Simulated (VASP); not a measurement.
# PbSe (F-43m) in VASP: further runs, part 2 of 2

VASP 6.6.1.

## 5. Relaxation of cell and atoms, PBE

This run uses another cell than the first one, of 41.08 Å³/atom, 0.931 times its volume.

INCAR reads:

```
SYSTEM = PbSe
PREC = Accurate
ENCUT = 600
EDIFF = 1E-6
ISMEAR = 0
SIGMA = 0.02
LREAL = .FALSE.
LASPH = .TRUE.
NELM = 60
ALGO = Normal
ISIF = 3
LWAVE = .FALSE.
LCHARG = .FALSE.
GGA = PE
IBRION = 2
NSW = 100
EDIFFG = -0.01
```

KPOINTS reads:

```
regular mesh
0
G
  8 8 8
  0 0 0
```

POSCAR reads:

```
PbSe
1.0
    0.0000000000      3.4503617682      3.4503617682
    3.4503617682      0.0000000000      3.4503617682
    3.4503617682      3.4503617682      0.0000000000
Pb Se
1 1
Direct
    0.0000000000      0.0000000000      0.0000000000
    0.7500000000      0.7500000000      0.7500000000
```

Potentials or basis: VASP PAW PBE potentials, release 64 (Pb_d, Se).

Run with:

```
$ cat potpaw_PBE.64/Pb_d/POTCAR potpaw_PBE.64/Se/POTCAR > POTCAR
$ mpirun -np 1 vasp_std > vasp.out
```

OUTCAR:

```text
SYSTEM = PbSe
   PREC = Accurate
   ENCUT = 600
   EDIFF = 1E-6
   ISMEAR = 0
   LREAL = .FALSE.
   LASPH = .TRUE.
   NELM = 60
   ISIF = 3
   GGA = PE
   IBRION = 2
   NSW = 100
   EDIFFG = -0.01

 ion  position               nearest neighbor table
   1  0.000  0.000  0.000-   2 2.99   2 2.99   2 2.99   2 2.99
   2  0.750  0.750  0.750-   1 2.99   1 2.99   1 2.99   1 2.99

  LATTYP: Found a face centered cubic cell.
 ALAT       =     6.9007235364

[... 588 lines left out ...]
      8      -0.8623      2.00000
      9      -0.2250      2.00000
     10       1.4922      2.00000
     11       4.5608      0.00000
     12       5.1832      0.00000
     13       5.9440      0.00000
     14       8.4994      0.00000

 [... further k-points ...]
[... 5 lines left out ...]
  --------------------------------------------------------------------------------------
  -------------------------------------------------------------------------------------
  Total       -0.0007057     -0.0007057     -0.0007057      0.0000000      0.0000000      0.0000000
  in kB       -0.0137628     -0.0137628     -0.0137628      0.0000000      0.0000000      0.0000000
  external PRESSURE =      -0.0137628 kB  Pullay stress =       0.0000000 kB

 VOLUME and BASIS-vectors are now :
 -----------------------------------------------------------------------------
  energy-cutoff  :      600.00
  volume of cell :       82.15
      direct lattice vectors                 reciprocal lattice vectors
     0.000000000  3.450361768  3.450361768    -0.144912341  0.144912341  0.144912341
     3.450361768  0.000000000  3.450361768     0.144912341 -0.144912341  0.144912341
     3.450361768  3.450361768  0.000000000     0.144912341  0.144912341 -0.144912341

 POSITION                                       TOTAL-FORCE (eV/Angst)
 -----------------------------------------------------------------------------------
      0.00000      0.00000      0.00000        -0.000000     -0.000000     -0.000000
      5.17554      5.17554      5.17554         0.000000      0.000000      0.000000
 -----------------------------------------------------------------------------------
    total drift:                               -0.000000     -0.000000     -0.000000

  FREE ENERGIE OF THE ION-ELECTRON SYSTEM (eV)
  ---------------------------------------------------
  free  energy   TOTEN  =        -7.8391815439 eV

  energy  without entropy=       -7.8391815439  energy(sigma->0) =       -7.83918154

 reached required accuracy - stopping structural energy minimisation
```

It took 28 s on 1 thread of AMD EPYC 9R45 (Zen 5), shared host; peak memory 0.22 GiB.

What came out:

```
Free energy             : -7.8392 eV
Pressure after relaxing : 0.0 GPa
Band gap on the k mesh  : 0.67 eV, indirect (least direct gap 1.18 eV)
```

Final structure:
```
Pb Se
1.0
     0.00000    3.45036    3.45036
     3.45036    0.00000    3.45036
     3.45036    3.45036    0.00000
Pb Se
1 1
Direct
  0.00000 0.00000 0.00000
  0.75000 0.75000 0.75000
```

Caveat: the relaxation stopped at its first step, so nothing moved; spin-orbit coupling is left out, which moves the levels of the heavy elements. A k mesh can miss the band edges.

## 6. Relaxation of cell and atoms, PBE

INCAR reads:

```
SYSTEM = PbSe
  ALGO = Normal
  EDIFF = 1E-6
  EDIFFG = -0.01
  ENCUT = 600
  GGA = PE
  IBRION = 2
  ISIF = 3
  ISMEAR = 0
  LASPH = .True.
  LCHARG = .False.
  LREAL = .False.
  LWAVE = .False.
  NELM = 100
  NSW = 100
  PREC = Accurate
  SIGMA = 0.02
```

KPOINTS reads:

```
k-points
0
Gamma
  8 8 8
  0 0 0
```

POSCAR reads:

```
PbSe
1.0
    0.0000000000      3.5333836500      3.5333836500
    3.5333836500      0.0000000000      3.5333836500
    3.5333836500      3.5333836500      0.0000000000
Pb Se
1 1
Direct
    0.0000000000      0.0000000000      0.0000000000
    0.7500000000      0.7500000000      0.7500000000
```

Potentials or basis: VASP PAW PBE potentials, release 64 (Pb_d, Se).

Run with:

```
$ cat potpaw_PBE.64/Pb_d/POTCAR potpaw_PBE.64/Se/POTCAR > POTCAR
$ mpirun -np 1 vasp_std > vasp.out
```

Run time: 63 s. Hardware: 1 thread of AMD EPYC 9R45 (Zen 5), shared host; peak memory 0.25 GiB.

The run converged. Its results:

```
Free energy                            : -7.8394 eV
Relaxed volume                         : 41.07 Å³/atom
Relaxed cell                           : a = 4.879 Å, b = 4.879 Å, c = 4.879 Å, α = 60.00°, β = 60.00°, γ = 60.00°
Space group after relaxing (to 0.05 Å) : F-43m (No. 216)
Energy gained by relaxing              : 19.0 meV/atom
Ionic steps                            : 3
Pressure after relaxing                : 0.0 GPa
Band gap on the k mesh                 : 0.67 eV, indirect (least direct gap 1.18 eV)
```

Step by step:
| step | energy change (eV) | largest force (eV/Å) | pressure (GPa) | volume (Å³) |
| --- | --- | --- | --- | --- |
| 1 | 0.0000 | 0.0000 | -1.88 | 88.23 |
| 2 | -0.0378 | 0.0000 | 0.14 | 81.78 |
| 3 | -0.0380 | 0.0000 | 0.01 | 82.15 |

Final structure:
```
CELL_PARAMETERS angstrom
0.00000 3.45025 3.45025
3.45025 0.00000 3.45025
3.45025 3.45025 0.00000
ATOMIC_POSITIONS crystal
Pb 0.00000 0.00000 0.00000
Se 0.75000 0.75000 0.75000
```

Levels at points of the mesh, in eV from the valence-band top:
```
           k point  band 8  band 9  band 10  band 11  band 12  band 13
(0.00, 0.00, 0.00)   -1.56   -1.56    -1.56     2.12     2.12     2.12
(0.50, 0.00, 0.00)   -2.08   -2.08    -1.96     2.86     2.86     3.58
(0.50, 0.50, 0.00)   -2.75   -2.75    -0.50     0.67     4.76     4.76
```

Caveat: spin-orbit coupling is left out, which moves the levels of the heavy elements.

## 7. The runs side by side

```tsv
task	cell	k mesh	cutoff (eV)	smearing	gap on the mesh (eV)	pressure (GPa)
single point	a = 4.997 Å, angles 60.0°, 2 atoms	4 × 4 × 4	520	gaussian 0.1 eV	0.82	-1.9
single point	a = 4.880 Å, angles 60.0°, 2 atoms	8 × 8 × 8	520	gaussian 0.02 eV	0.67	0.0
relaxation of cell and atoms	relaxed from a = 4.880 Å, angles 60.0°, 2 atoms	8 × 8 × 8	600	gaussian 0.02 eV	0.67	0.0
relaxation of cell and atoms	relaxed from a = 4.997 Å, angles 60.0°, 2 atoms	8 × 8 × 8	600	gaussian 0.02 eV	0.67	0.0
```

Alike in all rows: level PBE; potentials or basis VASP PAW PBE potentials, release 64 (Pb_d, Se); no spin polarisation.

Caveats: spin-orbit coupling is left out, which moves the levels of the heavy elements; the relaxation stopped at its first step, so nothing moved (some runs).

Absolute energies hang on the potentials; compare differences alone.
